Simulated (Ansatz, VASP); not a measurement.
# One calculation of TiO2, two programs

```
Ti O
1.0
    -1.89250    1.89250    4.85214
     1.89250   -1.89250    4.85214
     1.89250    1.89250   -4.85214
Ti O
2 4
Direct
  0.00000 0.00000 0.00000
  0.75000 0.25000 0.50000
  0.20660 0.20660 0.00000
  0.95660 0.45660 0.50000
  0.54340 0.04340 0.50000
  0.79340 0.79340 0.00000
```

Change from the starting cell: zz strain of +2 %.

Alike in both runs: task single point; functional PBE; k mesh 13 × 13 × 13; occupations fermi-dirac, width 0.08 eV; no spin polarisation.

```csv
,VASP,Ansatz
version,VASP 6.6.1,Ansatz 0.2.0
potentials or method,"VASP PAW PBE potentials, release 64 (Ti_sv, O), cutoff 520 eV","all-electron LAPW, scalar-relativistic"
```

Ansatz gave:

```
pressure (GPa)                                                : 1.4
traceless stress, the component that is largest in VASP (GPa) : -0.69
rms of the force components (eV/Å)                            : 0.013
```

**Question.** What did VASP give for the same quantities?

**Answer.** Pressure (GPa): 2.0; traceless stress, the component that is largest in VASP (GPa): -0.68; rms of the force components (eV/Å): 0.006.

Atom by atom the forces differ by 0.007 eV/Å (rms over components). Ansatz ran all-electron here, and VASP with PAW potentials.
